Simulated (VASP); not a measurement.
Wanted: the native input for a VASP 6.6.1 run.

```yaml
Task: relaxation of cell and atoms
Functional: PBE
Potentials_or_basis: VASP PAW PBE potentials, release 64 (Ba_sv)
Cutoff: 600 eV
k_mesh: 14 × 14 × 14
Occupations: gaussian, width 0.1 eV
Spin: no spin polarisation
Dipole_correction: no
Further_INCAR_settings: ALGO = Fast; EDIFF = 1e-06; IBRION = 2; EDIFFG = -0.01; NSW = 100; ISIF = 3
```

The structure of Ba lies in POSCAR:

```
Ba
1.0
    3.9014335166      0.0000000000      0.0000000000
    0.0000000000      3.9014335166      0.0000000000
    0.0000000000      0.0000000000      3.9014335166
Ba
1
Direct
    0.0000000000      0.0000000000      0.0000000000
```

The cell was generated, and may not be a known phase.

The input as run:

INCAR

```
ALGO     = Fast           # electronic algorithm
EDIFF    = 1E-6           # SCF threshold, eV
EDIFFG   = -0.01          # ionic threshold
ENCUT    = 600            # plane-wave cutoff, eV
GGA      = PE             # functional
IBRION   = 2              # ionic algorithm
ISIF     = 3              # what is computed and relaxed
ISMEAR   = 0              # smearing method
LASPH    = True           # aspherical terms in the spheres
LCHARG   = False          # write CHGCAR
LREAL    = False          # projectors in reciprocal space
LWAVE    = False          # write WAVECAR
NELM     = 60             # most SCF steps
NSW      = 100            # ionic steps
PREC     = Accurate       # precision mode
SIGMA    = 0.1            # smearing width, eV
```

KPOINTS

```
k-points
0
Gamma
  14 14 14
```

Potentials or basis: VASP PAW PBE potentials, release 64 (Ba_sv).

Command:

```sh
$ cat potpaw_PBE.64/Ba_sv/POTCAR > POTCAR
$ mpirun -np 1 vasp_std > vasp.out
```

It gave:

The relaxed volume is 62.77 Å³/atom. The relaxed cell is a = 3.974 Å, b = 3.974 Å, c = 3.974 Å, α = 90.00°, β = 90.00°, γ = 90.00°, the space group after relaxing (to 0.1 Å) is Pm-3m (No. 221) and the energy gained by relaxing is 3.8 meV/atom. The ionic steps are 3 and the pressure after relaxing is 0.0 GPa. The band gap on the k mesh is zero (bands 5 and 6 overlap by 0.06 eV).

Caveat: spin-orbit coupling is left out, which moves the levels of the heavy elements.

Run time: 3 min on 1 thread of Oxide Virtual Turin-like Processor (shared host), peak memory 0.21 GiB.
